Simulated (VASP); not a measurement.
Wanted: the native input for a VASP 6.6.1 run.

```
Task                   : single point
Functional             : LDA
Potentials or basis    : VASP PAW LDA potentials, release 64 (Al, Cu)
Cutoff                 : 520 eV
k mesh                 : 10 × 10 × 10
Occupations            : gaussian, width 0.15 eV
Spin                   : no spin polarisation
Dipole correction      : no
Further INCAR settings : ALGO = Normal; EDIFF = 1e-06; NBANDS = 18
```

The structure of Al3Cu lies in POSCAR:

```
Al3Cu
1.0
    3.8099704807      0.0000000000      0.0000000000
    0.0000000000      3.8099704807      0.0000000000
    0.0000000000      0.0000000000      3.9446985308
Al Cu
3 1
Direct
    0.0000000000      0.5000000000      0.5000000000
    0.5000000000      0.0000000000      0.5000000000
    0.5000000000      0.5000000000      0.0000000000
    0.0000000000      0.0000000000      0.0000000000
```

This cell differs from its parent crystal: strain +e along x and -e along y +0.0000, strain +e along z and -e/2 along x and y +0.0233.

These files were run (other wordings do the same):

INCAR

```
PREC     = Accurate       # precision mode
ENCUT    = 520            # plane-wave cutoff, eV
EDIFF    = 1E-6           # SCF threshold, eV
ISMEAR   = 0              # smearing method
SIGMA    = 0.15           # smearing width, eV
LREAL    = False          # projectors in reciprocal space
LASPH    = True           # aspherical terms in the spheres
NELM     = 60             # most SCF steps
ALGO     = Normal         # electronic algorithm
ISIF     = 2              # what is computed and relaxed
LWAVE    = False          # write WAVECAR
LCHARG   = False          # write CHGCAR
GGA      = CA             # functional
NBANDS   = 18             # bands
```

KPOINTS

```
Automatic mesh
0
Gamma
  10 10 10
```

Potentials or basis: VASP PAW LDA potentials, release 64 (Al, Cu).

Command:

```bash
$ cat potpaw_LDA.64/Al/POTCAR potpaw_LDA.64/Cu/POTCAR > POTCAR
$ mpirun -np 1 vasp_std > vasp.out
```

It gave:

* Pressure: 0.4 GPa
* Band gap on the k mesh: zero (band 10 reaches 10.09 eV, above the bottom of band 11 at 6.64 eV)

Caveat: the cell differs from its parent crystal (strain +e along x and -e along y +0.0000, strain +e along z and -e/2 along x and y +0.0233).

Wall time 44 s on 1 thread of Intel(R) Xeon(R) 6975P-C (Granite Rapids), on a shared host, peak memory 0.23 GiB.
